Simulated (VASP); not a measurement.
# SnTe (F-43m) in VASP: further runs

Aim: see how the results for SnTe move with the level of theory and the settings. Levels: PBEsol, BLYP, LDA. Tasks: single point.

Everything below comes from runs of VASP 6.6.1. Logs are shortened: lines on timing, memory, paths and dates and some standing lists are left out, and cuts for length are marked.

## (1) The cell of the first run

It takes space group F-43m (No. 216, cubic). The conventional cell has a = 7.222 Å, b = 7.222 Å, c = 7.222 Å, α = 90.00°, β = 90.00°, γ = 90.00°. Within 4.1 Å of Sn (site symmetry -43m) lie 4 Te at 3.13 Å. Te (site symmetry -43m) has 4 Sn at 3.13 Å within 4.1 Å.

## (2) Single point, PBEsol

File INCAR:

```
  PREC = Accurate
  ENCUT = 520
  EDIFF = 1E-6
  ISMEAR = -1
  SIGMA = 0.02
  LREAL = F
  LASPH = T
  NELM = 60
  ALGO = Normal
  ISIF = 2
  LWAVE = F
  LCHARG = F
  GGA = PS
  NBANDS = 17
```

File KPOINTS:

```
Automatic mesh
0
Gamma
  6 6 6
```

File POSCAR:

```
SnTe
1.0
    0.0000000000      3.6111460000      3.6111460000
    3.6111460000      0.0000000000      3.6111460000
    3.6111460000      3.6111460000      0.0000000000
Sn Te
1 1
Direct
    0.0000000000      0.0000000000      0.0000000000
    0.7500000000      0.7500000000      0.7500000000
```

Potentials or basis: VASP PAW PBE potentials, release 64 (Sn_d, Te).

Launch:

```bash
cat potpaw_PBE.64/Sn_d/POTCAR potpaw_PBE.64/Te/POTCAR > POTCAR
mpirun -np 1 vasp_std > vasp.out
```

OUTCAR:

```text
PREC = Accurate
   ENCUT = 520
   EDIFF = 1E-6
   ISMEAR = -1
   LREAL = F
   LASPH = T
   NELM = 60
   ISIF = 2
   GGA = PS

 ion  position               nearest neighbor table
   1  0.000  0.000  0.000-   2 3.13   2 3.13   2 3.13   2 3.13
   2  0.750  0.750  0.750-   1 3.13   1 3.13   1 3.13   1 3.13

  LATTYP: Found a face centered cubic cell.
 ALAT       =     7.2222920000

  Lattice vectors:

 A1 = (   0.0000000000,   3.6111460000,   3.6111460000)
 A2 = (   3.6111460000,   0.0000000000,   3.6111460000)
 A3 = (   3.6111460000,   3.6111460000,   0.0000000000)

Analysis of symmetry for initial positions (statically):
=====================================================================
 Subroutine PRICEL returns:
 Original cell was already a primitive cell.

 Routine SETGRP: Setting up the symmetry group for a
 face centered cubic supercell.

 Subroutine GETGRP returns: Found 24 space group operations
 (whereof 24 operations were pure point group operations)
 out of a pool of 48 trial point group operations.

The static configuration has the point symmetry T_d .

Analysis of symmetry for dynamics (positions and initial velocities):
=====================================================================
 Subroutine PRICEL returns:
 Original cell was already a primitive cell.

 Routine SETGRP: Setting up the symmetry group for a
 face centered cubic supercell.

 Subroutine GETGRP returns: Found 24 space group operations
 (whereof 24 operations were pure point group operations)
 out of a pool of 48 trial point group operations.

The dynamic configuration has the point symmetry T_d .

 Subroutine INISYM returns: Found 24 space group operations
 (whereof 24 operations are pure point group operations),
 and found     1 'primitive' translations

----------------------------------------------------------------------------------------

                                     Primitive cell

  volume of cell :      94.1814

  direct lattice vectors                    reciprocal lattice vectors
     0.000000000  3.611146000  3.611146000    -0.138460201  0.138460201  0.138460201
     3.611146000  0.000000000  3.611146000     0.138460201 -0.138460201  0.138460201
     3.611146000  3.611146000  0.000000000     0.138460201  0.138460201 -0.138460201

  length of vectors
     5.106931649  5.106931649  5.106931649     0.239820102  0.239820102  0.239820102

  position of ions in fractional coordinates (direct lattice)
     0.000000000  0.000000000  0.000000000
     0.750000000  0.750000000  0.750000000

  ion indices of the primitive-cell ions
   primitive index   ion index
                 1           1
                 2           2

----------------------------------------------------------------------------------------

 KPOINTS: Automatic mesh

Automatic generation of k-mesh.
 Grid dimensions read from file:
 generate k-points for:    6    6    6

 Generating k-lattice:

  Cartesian coordinates                     Fractional coordinates (reciprocal lattice)
    -0.023076700  0.023076700  0.023076700     0.166666667  0.000000000  0.000000000
     0.023076700 -0.023076700  0.023076700     0.000000000  0.166666667  0.000000000
     0.023076700  0.023076700 -0.023076700     0.000000000  0.000000000  0.166666667

  Length of vectors
     0.039970017  0.039970017  0.039970017

  Shift w.r.t. Gamma in fractional coordinates (k-lattice)
     0.000000000  0.000000000  0.000000000

 Subroutine IBZKPT returns following result:
 ===========================================

 Found     16 irreducible k-points:

 Following reciprocal coordinates:
            Coordinates               Weight
  0.000000  0.000000  0.000000      1.000000
  0.166667  0.000000  0.000000      8.000000
  0.333333  0.000000  0.000000      8.000000
  0.500000  0.000000  0.000000      4.000000
  0.166667  0.166667  0.000000      6.000000
  0.333333  0.166667  0.000000     24.000000
[... 8 lines left out ...]
 -0.333333  0.333333  0.166667     24.000000
 -0.333333  0.500000  0.166667     12.000000
   k-points           NKPTS =     16   k-points in BZ     NKDIM =     16   number of bands    NBANDS=     17
   number of dos      NEDOS =    301   number of ions     NIONS =      2
   total plane-waves  NPLWV =  64000
   dimension x,y,z NGX =    40 NGY =   40 NGZ =   40
   dimension x,y,z NGXF=    80 NGYF=   80 NGZF=   80
   ions per type =               1   1
   NGX,Y,Z   is equivalent  to a cutoff of  13.02, 13.02, 13.02 a.u.
   NGXF,Y,Z  is equivalent  to a cutoff of  26.04, 26.04, 26.04 a.u.
 SYSTEM =  unknown system
   PREC   = accura    normal or accurate (medium, high low for compatibility)
   ISTART =      0    job   : 0-new  1-cont  2-samecut
   ICHARG =      2    charge: 1-file 2-atom 10-const
   ISPIN  =      1    spin polarized calculation?
   LNONCOLLINEAR =      F non collinear calculations
   LSORBIT =      F    spin-orbit coupling
   LASPH  =      T    aspherical Exc in radial PAW
   ENCUT  =  520.0 eV  38.22 Ry    6.18 a.u.   9.50  9.50  9.50*2*pi/ulx,y,z
   NELM   =     60;   NELMIN=  2; NELMDL= -5     # of ELM steps
   EDIFF  = 0.1E-05   stopping-criterion for ELM
   LREAL  =      F    real-space projection
   EDIFFG = 0.1E-04   stopping-criterion for IOM
   NSW    =      0    number of steps for IOM
   IBRION =     -1    ionic relax: 0-MD 1-quasi-New 2-CG
   NFREE  =      0    steps in history (QN), initial steepest desc. (CG)
   ISIF   =      2    stress and relaxation
   ISYM   =      2    0-nonsym 1-usesym 2-fastsym
   POTIM  = 0.5000    time-step for ionic-motion
   TEBEG  =    0.0;   TEEND  =   0.0 temperature during run
   PSTRESS=    0.0 pullay stress
   NELECT =      20.0000    total number of electrons
   NUPDOWN=      -1.0000    fix difference up-down
   EMIN   =  10.00;   EMAX   =-10.00  energy-range for DOS
   EFERMI =   0.00;   METHOD = LEGACY
   ISMEAR =    -1;   SIGMA  =   0.02  broadening in eV -4-tet -1-fermi 0-gaus
   EFERMI_NEDOS =   21; number of points for ismear=-14 and -15
   IALGO  =     38    algorithm
   IMIX   =      4    mixing-type and parameters
     AMIX     =   0.40;   BMIX     =  1.00
     AMIX_MAG =   1.60;   BMIX_MAG =  1.00
  volume/ion in A,a.u.               =      47.09       317.78
  Fermi-wavevector in a.u.,A,eV,Ry     =   0.976704  1.845704 12.979296  0.953951
  Thomas-Fermi vector in A             =   2.107344
   LORBIT       =      0    0 simple, 1 ext, 2 COOP (PROOUT), +10 PAW based schemes
   GGA     = PS    functional components
   LHFCALC =     F    Hartree Fock is set to
   AEXX    =    0.0000 exact exchange contribution
   IVDW    =     0    specifies the selected vdW correction
   LEPSILON=     F    determine dielectric tensor
   LRPA    =     F    only Hartree local field effects (RPA)
 non-spin polarized calculation
  energy-cutoff  :      520.00
  volume of cell :       94.18
 maximum number of plane-waves:      2637
 NGX is ok and might be reduce to    40
   NGX = 19   NGY = 19   NGZ = 19

 number of electron      19.9999999 magnetization

 Free energy of the ion-electron system (eV)
  ---------------------------------------------------
  ext. energy  EPLUGINS =         0.00000000
  ---------------------------------------------------
  free energy    TOTEN  =        -7.60189596 eV

  energy without entropy =       -7.60184511  energy(sigma->0) =       -7.60187054

 E-fermi :   3.0031     XC(G=0):  -7.6267

 val. band max:        2.8756663290   @ k =  -0.3333   0.5000   0.1667
 cond. band min:       3.1027628068   @ k =   0.5000   0.5000   0.0000
 fundamental gap:      0.2270964778
 Fermi energy:         3.0030727192

 k-point     1 :       0.0000    0.0000    0.0000
  band No.  band energies     occupation
      1     -18.6591      2.00000
      2     -18.6591      2.00000
      3     -18.6591      2.00000
      4     -18.6498      2.00000
      5     -18.6498      2.00000
      6      -8.5050      2.00000
[... 9 lines left out ...]
     16       9.4611      0.00000
     17      10.5682      0.00000

 k-point     2 :       0.1667    0.0000    0.0000
  band No.  band energies     occupation
      1     -18.6594      2.00000
      2     -18.6587      2.00000
      3     -18.6587      2.00000
      4     -18.6498      2.00000
      5     -18.6498      2.00000
      6      -8.3901      2.00000
[... 9 lines left out ...]
     16       8.9383      0.00000
     17      10.0793      0.00000

 k-point     3 :       0.3333    0.0000    0.0000
  band No.  band energies     occupation
      1     -18.6600      2.00000
      2     -18.6580      2.00000
      3     -18.6580      2.00000
      4     -18.6497      2.00000
      5     -18.6497      2.00000
      6      -8.1236      2.00000
[... 9 lines left out ...]
     16       9.0728      0.00000
     17      10.2968      0.00000

 k-point     4 :       0.5000    0.0000    0.0000
  band No.  band energies     occupation
      1     -18.6603      2.00000
      2     -18.6577      2.00000
      3     -18.6577      2.00000
      4     -18.6496      2.00000
      5     -18.6496      2.00000
      6      -7.9643      2.00000
[... 9 lines left out ...]
     16       9.8899      0.00000
     17       9.8899      0.00000
[... 183 lines left out ...]
      1     -18.6610      2.00000
      2     -18.6574      2.00000
      3     -18.6569      2.00000
      4     -18.6501      2.00000
      5     -18.6493      2.00000
      6      -7.9211      2.00000
[... 9 lines left out ...]
     16      10.3169      0.00000
     17      11.3498      0.00000

 k-point    15 :      -0.3333    0.3333    0.1667
  band No.  band energies     occupation
      1     -18.6611      2.00000
      2     -18.6574      2.00000
      3     -18.6566      2.00000
      4     -18.6500      2.00000
      5     -18.6494      2.00000
      6      -7.8022      2.00000
[... 9 lines left out ...]
     16      10.1486      0.00000
     17      11.1913      0.00000

 k-point    16 :      -0.3333    0.5000    0.1667
  band No.  band energies     occupation
      1     -18.6617      2.00000
      2     -18.6570      2.00000
      3     -18.6562      2.00000
      4     -18.6503      2.00000
      5     -18.6492      2.00000
      6      -7.7426      2.00000
[... 9 lines left out ...]
     16      10.8868      0.00000
     17      10.9174      0.00000

------------------------ aborting loop because EDIFF is reached ----------------------------------------

  FORCE on cell =-STRESS in cart. coord.  units (eV):
  Direction    XX          YY          ZZ          XY          YZ          ZX
  --------------------------------------------------------------------------------------
  -------------------------------------------------------------------------------------
  Total       -0.8088769     -0.8088769     -0.8088769      0.0000000      0.0000000      0.0000000
  in kB      -13.7602999    -13.7602999    -13.7602999      0.0000000      0.0000000      0.0000000
  external PRESSURE =     -13.7602999 kB  Pullay stress =       0.0000000 kB

 VOLUME and BASIS-vectors are now :
 -----------------------------------------------------------------------------
  energy-cutoff  :      520.00
  volume of cell :       94.18
      direct lattice vectors                 reciprocal lattice vectors
     0.000000000  3.611146000  3.611146000    -0.138460201  0.138460201  0.138460201
     3.611146000  0.000000000  3.611146000     0.138460201 -0.138460201  0.138460201
     3.611146000  3.611146000  0.000000000     0.138460201  0.138460201 -0.138460201

 POSITION                                       TOTAL-FORCE (eV/Angst)
 -----------------------------------------------------------------------------------
      0.00000      0.00000      0.00000        -0.000000     -0.000000     -0.000000
      5.41672      5.41672      5.41672         0.000000      0.000000      0.000000
 -----------------------------------------------------------------------------------
    total drift:                                0.000000      0.000000      0.000000

  FREE ENERGIE OF THE ION-ELECTRON SYSTEM (eV)
  ---------------------------------------------------
  free  energy   TOTEN  =        -7.6018959638 eV

  energy  without entropy=       -7.6018451068  energy(sigma->0) =       -7.60187054
```

Wall time 29 s (1 thread of Intel Xeon 6975P-C, shared host); peak memory 0.25 GiB.

Results:

```yaml
Free_energy: -7.6019 eV
Pressure: -1.4 GPa
Band_gap_on_the_k_mesh: 0.23 eV, indirect (least direct gap 0.76 eV)
```

Levels at points of the mesh, in eV from the valence-band top:
| k point | band 7 | band 8 | band 9 | band 10 | band 11 | band 12 | band 13 | band 14 |
| --- | --- | --- | --- | --- | --- | --- | --- | --- |
| (0.00, 0.00, 0.00) | -5.05 | -1.76 | -1.76 | -1.76 | 1.16 | 1.16 | 1.16 | 4.14 |
| (0.50, 0.00, 0.00) | -6.86 | -2.30 | -2.30 | -1.90 | 1.96 | 1.96 | 3.54 | 5.71 |
| (0.50, 0.50, 0.00) | -7.22 | -2.96 | -2.96 | -0.53 | 0.23 | 4.04 | 4.04 | 5.50 |

Caveat: the PAW data sets were made with another functional, which shifts forces and pressure a little; spin-orbit coupling is left out, which moves the levels of the heavy elements. A k mesh can miss the band edges.

## (3) Single point, BLYP

File INCAR:

```
SYSTEM = SnTe
  AGGAC = 1.0
  AGGAX = 1.0
  ALDAC = 0.0
  ALDAX = 1.0
  ALGO = Normal
  EDIFF = 1E-6
  ENCUT = 520
  GGA = B5
  ISIF = 2
  ISMEAR = -1
  LASPH = .TRUE.
  LCHARG = .FALSE.
  LREAL = .FALSE.
  LWAVE = .FALSE.
  NBANDS = 17
  NELM = 100
  PREC = Accurate
  SIGMA = 0.02
```

File KPOINTS:

```
k-points
0
G
  6 6 6
  0 0 0
```

POSCAR is that of step 2.

Potentials or basis: VASP PAW PBE potentials, release 64 (Sn_d, Te).

Launch:

```bash
cat potpaw_PBE.64/Sn_d/POTCAR potpaw_PBE.64/Te/POTCAR > POTCAR
mpirun -np 1 vasp_std > vasp.out
```

OUTCAR:

```text
SYSTEM = SnTe
   EDIFF = 1E-6
   ENCUT = 520
   GGA = B5
   ISIF = 2
   ISMEAR = -1
   LASPH = .TRUE.
   LREAL = .FALSE.
   NELM = 100
   PREC = Accurate

 ion  position               nearest neighbor table
   1  0.000  0.000  0.000-   2 3.13   2 3.13   2 3.13   2 3.13
   2  0.750  0.750  0.750-   1 3.13   1 3.13   1 3.13   1 3.13

  LATTYP: Found a face centered cubic cell.
 ALAT       =     7.2222920000

  Lattice vectors:

 A1 = (   0.0000000000,   3.6111460000,   3.6111460000)
[... 495 lines left out ...]
------------------------ aborting loop because EDIFF is reached ----------------------------------------

  FORCE on cell =-STRESS in cart. coord.  units (eV):
  Direction    XX          YY          ZZ          XY          YZ          ZX
  --------------------------------------------------------------------------------------
  -------------------------------------------------------------------------------------
  Total        0.9569286      0.9569286      0.9569286     -0.0000000      0.0000000      0.0000000
  in kB       16.2788980     16.2788980     16.2788980     -0.0000000      0.0000000      0.0000000
  external PRESSURE =      16.2788980 kB  Pullay stress =       0.0000000 kB

 VOLUME and BASIS-vectors are now :
 -----------------------------------------------------------------------------
  energy-cutoff  :      520.00
  volume of cell :       94.18
      direct lattice vectors                 reciprocal lattice vectors
     0.000000000  3.611146000  3.611146000    -0.138460201  0.138460201  0.138460201
     3.611146000  0.000000000  3.611146000     0.138460201 -0.138460201  0.138460201
     3.611146000  3.611146000  0.000000000     0.138460201  0.138460201 -0.138460201

 POSITION                                       TOTAL-FORCE (eV/Angst)
 -----------------------------------------------------------------------------------
      0.00000      0.00000      0.00000        -0.000000      0.000000     -0.000000
      5.41672      5.41672      5.41672         0.000000     -0.000000      0.000000
 -----------------------------------------------------------------------------------
    total drift:                               -0.000000     -0.000000     -0.000000

  FREE ENERGIE OF THE ION-ELECTRON SYSTEM (eV)
  ---------------------------------------------------
  free  energy   TOTEN  =        -6.1045113476 eV

  energy  without entropy=       -6.1045040917  energy(sigma->0) =       -6.10450772
```

OSZICAR:

```text
N       E                     dE             d eps       ncg     rms          rms(c)
DAV:   1     0.130409503134E+03    0.13041E+03   -0.91081E+03   544   0.117E+03
DAV:   2     0.682720529010E+01   -0.12358E+03   -0.12060E+03   588   0.299E+02
DAV:   3    -0.585901800030E+01   -0.12686E+02   -0.12634E+02   635   0.921E+01
DAV:   4    -0.628014955841E+01   -0.42113E+00   -0.42089E+00   668   0.179E+01
DAV:   5    -0.629697129208E+01   -0.16822E-01   -0.16821E-01   773   0.344E+00    0.399E+00
DAV:   6    -0.610802883253E+01    0.18894E+00   -0.52217E-01   702   0.365E+00    0.266E+00
DAV:   7    -0.610415192481E+01    0.38769E-02   -0.90366E-02   587   0.117E+00    0.113E+00
DAV:   8    -0.610416091433E+01   -0.89895E-05   -0.97390E-03   576   0.679E-01    0.250E-01
DAV:   9    -0.610436738739E+01   -0.20647E-03   -0.23519E-03   555   0.293E-01    0.733E-02
DAV:  10    -0.610447388524E+01   -0.10650E-03   -0.28585E-04   629   0.900E-02    0.332E-02
DAV:  11    -0.610451056414E+01   -0.36679E-04   -0.52738E-05   555   0.408E-02    0.171E-02
DAV:  12    -0.610451134760E+01   -0.78346E-06   -0.50399E-06   689   0.161E-02
   1 F= -.61045113E+01 E0= -.61045077E+01  d E =-.725593E-05
```

stdout:

```text
POSCAR found type information on POSCAR SnTe
 POSCAR found :  2 types and       2 ions
 scaLAPACK will be used
 -----------------------------------------------------------------------------
|                                                                             |
|                                                                             |
|     You enforced a specific xc type in the INCAR file but a different       |
|     I HOPE YOU KNOW WHAT YOU ARE DOING!                                     |
|                                                                             |
 -----------------------------------------------------------------------------

 LDA part: xc-table for (Slater(with rela. corr.)+VWN5), standard interpolation
 POSCAR, INCAR and KPOINTS ok, starting setup
 FFT: planning ... GRIDC
 FFT: planning ... GRID_SOFT
 FFT: planning ... GRID
 WAVECAR not read
 entering main loop
```

Wall time 40 s (1 thread of Intel Xeon 6975P-C, shared host); peak memory 0.25 GiB.

What came out:

```yaml
Free_energy: -6.1045 eV
Pressure: 1.6 GPa
Band_gap_on_the_k_mesh: 0.32 eV, indirect (least direct gap 0.81 eV)
```

Levels at points of the mesh, in eV from the valence-band top:
```tsv
k point	band 6	band 7	band 8	band 9	band 10	band 11	band 12	band 13	band 14	band 15
(0.00, 0.00, 0.00)	-11.35	-5.12	-1.72	-1.72	-1.72	1.17	1.17	1.17	4.44	6.72
(0.50, 0.00, 0.00)	-10.81	-6.88	-2.25	-2.25	-1.87	1.98	1.98	3.53	5.99	6.67
(0.50, 0.50, 0.00)	-10.59	-7.24	-2.91	-2.91	-0.50	0.32	3.99	3.99	5.71	6.66
```

Caveat: the PAW data sets were made with another functional, which shifts forces and pressure a little; spin-orbit coupling is left out, which moves the levels of the heavy elements.

(Part 1 of 2 ends here.)
